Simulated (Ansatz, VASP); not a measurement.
**One calculation of BaTiO3, two programs**

File POSCAR:

```
BaTiO3
1.0
    2.8482561214      1.6444414384      2.3355603327
   -2.8482561214      1.6444414384      2.3355603327
    0.0000000000     -3.2888828769      2.3355603327
Ba Ti O
1 1 3
Direct
    0.0001460400      0.0001460400      0.0001460400
    0.5133377100      0.5133377100      0.5133377100
    0.4889503100      0.9797166300      0.4889503100
    0.4889503100      0.4889503100      0.9797166300
    0.9797166300      0.4889503100      0.4889503100
```

INCAR.step1

```
  ALGO = Normal
  EDIFF = 1E-4
  ENCUT = 600
  GGA = PE
  ISMEAR = 0
  LASPH = T
  LCHARG = F
  LREAL = F
  LWAVE = T
  NELM = 80
  PREC = Accurate
  SIGMA = 0.02
```

Contents of INCAR.step2:

```
  ALGO = Normal
  EDIFF = 1E-7
  EDIFFG = -0.01
  ENCUT = 600
  IBRION = 2
  ISIF = 3
  ISMEAR = 0
  ISTART = 1
  LASPH = T
  LCHARG = F
  LMIXTAU = T
  LREAL = F
  LWAVE = F
  METAGGA = R2SCAN
  NELM = 80
  NSW = 100
  PREC = Accurate
  SIGMA = 0.02
```

KPOINTS

```
k-points
0
Gamma
  6 6 6
```

Input for Ansatz:

```yaml
crystal:
  lattice:
    - [2.8482561214, 1.6444414384, 2.3355603327]
    - [-2.8482561214, 1.6444414384, 2.3355603327]
    - [0.0, -3.2888828769, 2.3355603327]
  atoms:
    - { symbol: Ba, position: [0.00014604, 0.00014604, 0.00014604] }
    - { symbol: Ti, position: [0.51333771, 0.51333771, 0.51333771] }
    - { symbol: O, position: [0.48895031, 0.97971663, 0.48895031] }
    - { symbol: O, position: [0.48895031, 0.48895031, 0.97971663] }
    - { symbol: O, position: [0.97971663, 0.48895031, 0.48895031] }
basis:
  ecutwfc: 500
kpoints:
  mp_grid: { grid: [6, 6, 6] }
hamiltonian:
  xc: r2scan
scf:
  occupations: { method: gaussian, width: 0.02 }
output:
  forces: true
  stress: true
  eigenvalues: true
relax:
  adjacent_minimum: "off"
  f_tol: 0.01
  max_steps: 80
  cell: { stress_tol: 0.05 }
```

Alike in both runs: task relaxation of cell and atoms; functional r2SCAN; k mesh 6 × 6 × 6; occupations gaussian, width 0.02 eV; no spin polarisation.

|  | VASP | Ansatz |
| --- | --- | --- |
| version | VASP 6.6.1 | Ansatz 0.2.0 |
| potentials or method | VASP PAW PBE potentials, release 64 (Ba_sv, Ti_sv, O), cutoff 600 eV | scalar-relativistic, plane waves, PAW |
| valence electrons in the cell | 40 | 40 |

```csv
,VASP,Ansatz,Ansatz less VASP
"gap on the k mesh at the Fermi level, each at its own relaxed structure (eV)",2.75,2.87,+0.115
relaxed volume (Å³/atom),13.13,13.03,-0.097
relaxed cell length with the largest relative difference (Å),4.034,4.024,-0.0100
```

VASP's potentials were made for PBE, not for r2SCAN.

Spin-orbit coupling is off throughout.
